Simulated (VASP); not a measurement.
Set up this calculation in VASP 6.6.1, as the native input.

```yaml
Task: single point
Functional: PBE
Potentials_or_basis: VASP PAW PBE potentials, release 64 (O, Ba_sv, Se)
Cutoff: 520 eV
k_mesh: 6 × 6 × 4
Occupations: gaussian, width 0.01 eV
Spin: no spin polarisation
Dipole_correction: no
Further_INCAR_settings: ALGO = Normal; EDIFF = 1e-07; NBANDS = 24
```

The structure of Ba2SeO lies in POSCAR:

```
Ba2SeO
1.0
    4.4570194879      0.0000000000      0.0000000000
    0.0000000000      4.4570194879      0.0000000000
    0.0000000000      0.0000000000      6.3149914281
O Ba Se
1 2 1
Direct
    0.0000000000      0.0000000000      0.0000000000
    0.0000000000      0.0000000000      0.5000000000
    0.5000000000      0.5000000000      0.0000000000
    0.5000000000      0.5000000000      0.5000000000
```

One way to write it, as run:

INCAR

```
SYSTEM = Ba2SeO
  PREC = Accurate
  ENCUT = 520
  EDIFF = 1E-7
  ISMEAR = 0
  SIGMA = 0.01
  LREAL = .False.
  LASPH = .True.
  NELM = 80
  ALGO = Normal
  ISIF = 2
  LWAVE = .False.
  LCHARG = .False.
  GGA = PE
  NBANDS = 24
```

KPOINTS

```
regular mesh
0
Gamma
  6 6 4
  0 0 0
```

Potentials or basis: VASP PAW PBE potentials, release 64 (O, Ba_sv, Se).

Run with:

```console
$ cat potpaw_PBE.64/O/POTCAR potpaw_PBE.64/Ba_sv/POTCAR potpaw_PBE.64/Se/POTCAR > POTCAR
$ mpirun -np 1 vasp_std > vasp.out
```

Results of the run:

| Property | Result |
| --- | --- |
| Pressure | -0.6 GPa |
| Band gap on the k mesh | 1.43 eV |

Caveat: spin-orbit coupling is left out, which moves the levels of the heavy elements.

Run time: 54 s on 1 thread of Intel(R) Xeon(R) 6975P-C (Granite Rapids) (shared host), peak memory 0.29 GiB.
